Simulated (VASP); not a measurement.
# AlC2 (I4/mmm) in VASP: further runs

Runs on AlC2. Level: PBE. Tasks: single point, relaxation of cell and atoms.

All numbers are computed with VASP 6.6.1; they aren't measurements. Logs are shortened: lines on timing, memory, paths and dates and some standing lists are left out, and cuts for length are marked.

### 1 The cell of the first run

Symmetry: I4/mmm, No. 139, tetragonal system. The conventional cell has a = 2.874 Å, b = 2.874 Å, c = 7.049 Å, α = 90.00°, β = 90.00°, γ = 90.00°. Within 3.1 Å of Al (site symmetry 4/mmm) lie 10 C at 2.34 to 2.36 Å and 4 Al at 2.87 Å. Within 3.1 Å of C (site symmetry 4mm) lie 9 C at 2.33 to 2.87 Å and 5 Al at 2.34 to 2.36 Å.

### 2 Single point, PBE

INCAR

```
SYSTEM = AlC2
PREC = Accurate
ENCUT = 520
EDIFF = 1E-6
ISMEAR = 0
SIGMA = 0.1
LREAL = .False.
LASPH = .True.
NELM = 60
ALGO = Normal
ISIF = 2
LWAVE = .False.
LCHARG = .False.
GGA = PE
NBANDS = 12
```

KPOINTS

```
Automatic mesh
0
Gamma
  8 8 8
  0 0 0
```

POSCAR

```
AlC2
1.0
   -1.4367747868      1.4367747868      3.5245881489
    1.4367747868     -1.4367747868      3.5245881489
    1.4367747868      1.4367747868     -3.5245881489
Al C
1 2
Direct
    0.0000000000      0.0000000000      0.0000000000
    0.6650000000      0.6650000000      0.0000000000
    0.3350000000      0.3350000000      0.0000000000
```

Potentials or basis: VASP PAW PBE potentials, release 64 (Al, C).

Command:

```sh
$ cat potpaw_PBE.64/Al/POTCAR potpaw_PBE.64/C/POTCAR > POTCAR
$ mpirun -np 1 vasp_std > vasp.out
```

OUTCAR:

```text
SYSTEM = AlC2
   PREC = Accurate
   ENCUT = 520
   EDIFF = 1E-6
   ISMEAR = 0
   LREAL = .False.
   LASPH = .True.
   NELM = 60
   ISIF = 2
   GGA = PE

 ion  position               nearest neighbor table
   1  0.000  0.000  0.000-   2 2.34   2 2.34   2 2.34   3 2.34   2 2.34   3 2.34   3 2.34   3 2.34
                             2 2.36   3 2.36
   2  0.665  0.665  0.000-   1 2.34   1 2.34   1 2.34   1 2.34   1 2.36
   3  0.335  0.335  0.000-   1 2.34   1 2.34   1 2.34   1 2.34   1 2.36

  LATTYP: Found a body centered tetragonal cell.
 ALAT       =     2.8735495736
 C/A-ratio  =     2.4531250000

  Lattice vectors:

 A1 = (  -1.4367747868,   1.4367747868,   3.5245881489)
 A2 = (   1.4367747868,  -1.4367747868,   3.5245881489)
 A3 = (   1.4367747868,   1.4367747868,  -3.5245881489)

Analysis of symmetry for initial positions (statically):
=====================================================================
 Subroutine PRICEL returns:
 Original cell was already a primitive cell.

 Routine SETGRP: Setting up the symmetry group for a
 body centered tetragonal supercell.

 Subroutine GETGRP returns: Found 16 space group operations
 (whereof 16 operations were pure point group operations)
 out of a pool of 16 trial point group operations.

The static configuration has the point symmetry D_4h.

Analysis of symmetry for dynamics (positions and initial velocities):
=====================================================================
 Subroutine PRICEL returns:
 Original cell was already a primitive cell.

 Routine SETGRP: Setting up the symmetry group for a
 body centered tetragonal supercell.

 Subroutine GETGRP returns: Found 16 space group operations
 (whereof 16 operations were pure point group operations)
 out of a pool of 16 trial point group operations.

The dynamic configuration has the point symmetry D_4h.

 Subroutine INISYM returns: Found 16 space group operations
 (whereof 16 operations are pure point group operations),
 and found     1 'primitive' translations

----------------------------------------------------------------------------------------

                                     Primitive cell

  volume of cell :      29.1035

  direct lattice vectors                    reciprocal lattice vectors
    -1.436774787  1.436774787  3.524588149     0.000000000  0.348001652  0.141860546
     1.436774787 -1.436774787  3.524588149     0.348001652  0.000000000  0.141860546
     1.436774787  1.436774787 -3.524588149     0.348001652  0.348001652  0.000000000

  length of vectors
     4.068336908  4.068336908  4.068336908     0.375805222  0.375805222  0.492148657

  position of ions in fractional coordinates (direct lattice)
     0.000000000  0.000000000  0.000000000
     0.665000000  0.665000000  0.000000000
     0.335000000  0.335000000  0.000000000

  ion indices of the primitive-cell ions
   primitive index   ion index
                 1           1
                 2           2
                 3           3

----------------------------------------------------------------------------------------

 KPOINTS: Automatic mesh

Automatic generation of k-mesh.
 Grid dimensions read from file:
 generate k-points for:    8    8    8

 Generating k-lattice:

  Cartesian coordinates                     Fractional coordinates (reciprocal lattice)
     0.000000000  0.043500207  0.017732568     0.125000000 -0.000000000  0.000000000
     0.043500207  0.000000000  0.017732568    -0.000000000  0.125000000  0.000000000
     0.043500207  0.043500207  0.000000000     0.000000000  0.000000000  0.125000000

  Length of vectors
     0.046975653  0.046975653  0.061518582

  Shift w.r.t. Gamma in fractional coordinates (k-lattice)
     0.000000000  0.000000000  0.000000000

 Subroutine IBZKPT returns following result:
 ===========================================

 Found     59 irreducible k-points:

 Following reciprocal coordinates:
            Coordinates               Weight
  0.000000  0.000000  0.000000      1.000000
  0.125000  0.000000  0.000000      8.000000
  0.250000  0.000000  0.000000      8.000000
  0.375000  0.000000  0.000000      8.000000
  0.500000  0.000000  0.000000      4.000000
  0.125000  0.125000  0.000000      8.000000
[... 16 lines left out ...]
  0.250000  0.125000  0.125000     16.000000
  0.375000  0.125000  0.125000      8.000000
 [... further k-points ...]
   k-points           NKPTS =     59   k-points in BZ     NKDIM =     59   number of bands    NBANDS=     12
   number of dos      NEDOS =    301   number of ions     NIONS =      3
   total plane-waves  NPLWV =  27000
   dimension x,y,z NGX =    30 NGY =   30 NGZ =   30
   dimension x,y,z NGXF=    60 NGYF=   60 NGZF=   60
   ions per type =               1   2
   NGX,Y,Z   is equivalent  to a cutoff of  12.26, 12.26, 12.26 a.u.
   NGXF,Y,Z  is equivalent  to a cutoff of  24.52, 24.52, 24.52 a.u.
 SYSTEM =  AlC2
   PREC   = accura    normal or accurate (medium, high low for compatibility)
   ISTART =      0    job   : 0-new  1-cont  2-samecut
   ICHARG =      2    charge: 1-file 2-atom 10-const
   ISPIN  =      1    spin polarized calculation?
   LNONCOLLINEAR =      F non collinear calculations
   LSORBIT =      F    spin-orbit coupling
   LASPH  =      T    aspherical Exc in radial PAW
   ENCUT  =  520.0 eV  38.22 Ry    6.18 a.u.   7.56  7.56  7.56*2*pi/ulx,y,z
   NELM   =     60;   NELMIN=  2; NELMDL= -5     # of ELM steps
   EDIFF  = 0.1E-05   stopping-criterion for ELM
   LREAL  =      F    real-space projection
   EDIFFG = 0.1E-04   stopping-criterion for IOM
   NSW    =      0    number of steps for IOM
   IBRION =     -1    ionic relax: 0-MD 1-quasi-New 2-CG
   NFREE  =      0    steps in history (QN), initial steepest desc. (CG)
   ISIF   =      2    stress and relaxation
   ISYM   =      2    0-nonsym 1-usesym 2-fastsym
   POTIM  = 0.5000    time-step for ionic-motion
   TEBEG  =    0.0;   TEEND  =   0.0 temperature during run
   PSTRESS=    0.0 pullay stress
   NELECT =      11.0000    total number of electrons
   NUPDOWN=      -1.0000    fix difference up-down
   EMIN   =  10.00;   EMAX   =-10.00  energy-range for DOS
   EFERMI =   0.00;   METHOD = LEGACY
   ISMEAR =     0;   SIGMA  =   0.10  broadening in eV -4-tet -1-fermi 0-gaus
   EFERMI_NEDOS =   21; number of points for ismear=-14 and -15
   IALGO  =     38    algorithm
   IMIX   =      4    mixing-type and parameters
     AMIX     =   0.40;   BMIX     =  1.00
     AMIX_MAG =   1.60;   BMIX_MAG =  1.00
  volume/ion in A,a.u.               =       9.70        65.47
  Fermi-wavevector in a.u.,A,eV,Ry     =   1.183651  2.236777 19.062178  1.401031
  Thomas-Fermi vector in A             =   2.319881
   LORBIT       =      0    0 simple, 1 ext, 2 COOP (PROOUT), +10 PAW based schemes
   GGA     = PE    functional components
   LHFCALC =     F    Hartree Fock is set to
   AEXX    =    0.0000 exact exchange contribution
   IVDW    =     0    specifies the selected vdW correction
   LEPSILON=     F    determine dielectric tensor
   LRPA    =     F    only Hartree local field effects (RPA)
 non-spin polarized calculation
 Gauss-broadening in eV      SIGMA  =   0.10
  energy-cutoff  :      520.00
  volume of cell :       29.10
 maximum number of plane-waves:       809
   NGX = 15   NGY = 15   NGZ = 15

 number of electron      11.0000000 magnetization

 Free energy of the ion-electron system (eV)
  ---------------------------------------------------
  ext. energy  EPLUGINS =         0.00000000
  ---------------------------------------------------
  free energy    TOTEN  =       -15.54135631 eV

  energy without entropy =      -15.53485309  energy(sigma->0) =      -15.53810470

 E-fermi :   7.8558     XC(G=0): -11.6199

 val. band max:        7.8543933927   @ k =  -0.1250   0.1250   0.1250
 cond. band min:       7.8689844677   @ k =  -0.2500   0.2500   0.1250
 fundamental gap:      0.0145910750
 Fermi energy:         7.8557694706

 k-point     1 :       0.0000    0.0000    0.0000
  band No.  band energies     occupation
      1      -7.7225      2.00000
      2       1.2931      2.00000
      3       2.8060      2.00000
      4       7.1258      2.00000
      5       7.1258      2.00000
      6       8.1580      0.00002
      7       9.2563      0.00000
      8       9.2563      0.00000
      9      12.8033      0.00000
     10      15.3387      0.00000
     11      18.9861      0.00000
     12      19.7860      0.00000

 k-point     2 :       0.1250    0.0000    0.0000
  band No.  band energies     occupation
      1      -7.4461      2.00000
      2       0.8360      2.00000
      3       3.4285      2.00000
      4       5.4734      2.00000
      5       7.2303      2.00000
      6       7.9860      0.06545
      7       9.3318      0.00000
      8       9.3960      0.00000
      9      13.5427      0.00000
     10      15.8286      0.00000
     11      19.4625      0.00000
     12      20.0319      0.00000

 k-point     3 :       0.2500    0.0000    0.0000
  band No.  band energies     occupation
      1      -6.6299      2.00000
      2       0.0965      2.00000
      3       2.9649      2.00000
      4       4.3003      2.00000
      5       7.0214      2.00000
      6       7.5467      1.99999
      7       9.6621      0.00000
      8      10.2839      0.00000
      9      14.4432      0.00000
     10      15.9466      0.00000
     11      18.8261      0.00000
     12      18.9189      0.00000
[... 286 lines left out ...]
 k-point    23 :       0.2500    0.1250    0.1250
  band No.  band energies     occupation
      1      -4.4687      2.00000
      2      -0.6018      2.00000
      3       2.7149      2.00000
      4       3.6373      2.00000
      5       4.5502      2.00000
      6       7.1141      2.00000
      7       7.8799      0.73293
      8      11.1491      0.00000
      9      12.6312      0.00000
     10      16.8815      0.00000
     11      17.5662      0.00000
     12      18.6802      0.00000

 k-point    24 :       0.3750    0.1250    0.1250
  band No.  band energies     occupation
      1      -3.3671      2.00000
      2      -1.7765      2.00000
      3       2.8215      2.00000
      4       2.9067      2.00000
      5       4.8689      2.00000
      6       6.7735      2.00000
      7       9.1924      0.00000
      8       9.9124      0.00000
      9      13.4683      0.00000
     10      15.8871      0.00000
     11      17.2955      0.00000
     12      18.3939      0.00000

 [... further k-points ...]

------------------------ aborting loop because EDIFF is reached ----------------------------------------

  FORCE on cell =-STRESS in cart. coord.  units (eV):
  Direction    XX          YY          ZZ          XY          YZ          ZX
  --------------------------------------------------------------------------------------
  -------------------------------------------------------------------------------------
  Total       -1.9862362     -1.9862362     -4.5744992      0.0000000      0.0000000      0.0000000
  in kB     -109.3441909   -109.3441909   -251.8305283      0.0000000      0.0000000      0.0000000
  external PRESSURE =    -156.8396367 kB  Pullay stress =       0.0000000 kB

 VOLUME and BASIS-vectors are now :
 -----------------------------------------------------------------------------
  energy-cutoff  :      520.00
  volume of cell :       29.10
      direct lattice vectors                 reciprocal lattice vectors
    -1.436774787  1.436774787  3.524588149     0.000000000  0.348001652  0.141860546
     1.436774787 -1.436774787  3.524588149     0.348001652  0.000000000  0.141860546
     1.436774787  1.436774787 -3.524588149     0.348001652  0.348001652  0.000000000

 POSITION                                       TOTAL-FORCE (eV/Angst)
 -----------------------------------------------------------------------------------
      0.00000      0.00000      0.00000         0.000000      0.000000      0.000000
      0.00000      0.00000      4.68770         0.000000      0.000000     -0.074789
      0.00000      0.00000      2.36147        -0.000000     -0.000000      0.074789
 -----------------------------------------------------------------------------------
    total drift:                               -0.000000     -0.000000      0.000000

  FREE ENERGIE OF THE ION-ELECTRON SYSTEM (eV)
  ---------------------------------------------------
  free  energy   TOTEN  =       -15.5413563147 eV

  energy  without entropy=      -15.5348530936  energy(sigma->0) =      -15.53810470
```

Run time: 43 s. Hardware: 1 thread of AMD EPYC 7R13, shared host; peak memory 0.17 GiB.

What came out:

| Property | Result |
| --- | --- |
| Free energy | -15.5414 eV |
| Pressure | -15.7 GPa |
| Largest force | 0.075 eV/Å |
| Band gap on the k mesh | zero (an odd number of electrons rules out a gap without spin polarisation) |

Forces in eV/Å, atoms in the order of the input:
```
Al   0.000  0.000  0.000
C    0.000  0.000 -0.075
C    0.000  0.000  0.075
```

Stress tensor (GPa, compression positive):
```
-10.93   0.00   0.00
  0.00 -10.93   0.00
  0.00   0.00 -25.18
```

Levels at points of the mesh, in eV from the Fermi level:
```tsv
k point	band 1	band 2	band 3	band 4	band 5	band 6	band 7	band 8	band 9	band 10
(0.00, 0.00, 0.00)	-15.58	-6.56	-5.05	-0.73	-0.73	0.30	1.40	1.40	4.95	7.48
(0.50, 0.00, 0.00)	-12.00	-10.51	-5.79	-5.35	0.46	1.76	1.85	2.28	6.24	7.83
(0.50, 0.50, 0.00)	-9.94	-7.71	-6.73	-4.81	-3.55	-3.39	0.89	1.20	4.00	6.61
(0.50, 0.50, 0.50)	-13.48	-12.49	-1.92	-1.92	-1.07	2.08	3.61	3.61	5.90	6.95
```

Caveat: the stress differs along the axes, from -25 to -11 GPa; an odd number of electrons without spin polarisation forces a metal; a magnetic or distorted state may lie lower.

(Continued in part 2 of 3.)

The gap in the log of VASP goes by the Fermi energy; the results here count the filled bands.